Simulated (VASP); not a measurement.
Here is a VASP 6.6.1 calculation.

INCAR

```
SYSTEM = SnO2
PREC = Accurate
ENCUT = 520
EDIFF = 1E-6
ISMEAR = 0
SIGMA = 0.02
LREAL = .FALSE.
LASPH = .TRUE.
NELM = 100
ALGO = Normal
ISIF = 2
LWAVE = .FALSE.
LCHARG = .FALSE.
GGA = PS
NBANDS = 35
```

File KPOINTS:

```
regular mesh
0
G
  6 6 8
  0 0 0
```

File POSCAR:

```
SnO2
1.0
    4.6969135085      0.0000000000      0.0000000000
    0.0000000000      4.6969135085      0.0000000000
    0.0000000000      0.0000000000      3.2486920683
Sn O
2 4
Direct
    0.5000000000      0.5000000000      0.5000000000
    0.0000000000      0.0000000000      0.0000000000
    0.1934571686      0.8065428314      0.5000000000
    0.8065428314      0.1934571686      0.5000000000
    0.3065428314      0.3065428314      0.0000000000
    0.6934571686      0.6934571686      0.0000000000
```

Potentials or basis: VASP PAW PBE potentials, release 64 (Sn_d, O).

The run is started by

```bash
$ cat potpaw_PBE.64/Sn_d/POTCAR potpaw_PBE.64/O/POTCAR > POTCAR
$ mpirun -np 1 vasp_std > vasp.out
```

**Question.** What does it give for the largest force?

**Answer.** 0.010 eV/Å.

**Question.** Estimate the band gap on the k mesh.

**Answer.** 1.05 eV.

**Question.** Estimate the pressure.

**Answer.** 3.8 GPa.

Forces in eV/Å, atoms in the order of the input:
```
Sn   0.000  0.000  0.000
Sn   0.000  0.000  0.000
O    0.007 -0.007  0.000
O   -0.007  0.007  0.000
O   -0.007 -0.007  0.000
O    0.007  0.007  0.000
```

Caveat: the cell stands under pressure; the PAW data sets were made with another functional, which shifts forces and pressure a little; spin-orbit coupling is left out, which moves the levels of the heavy elements.
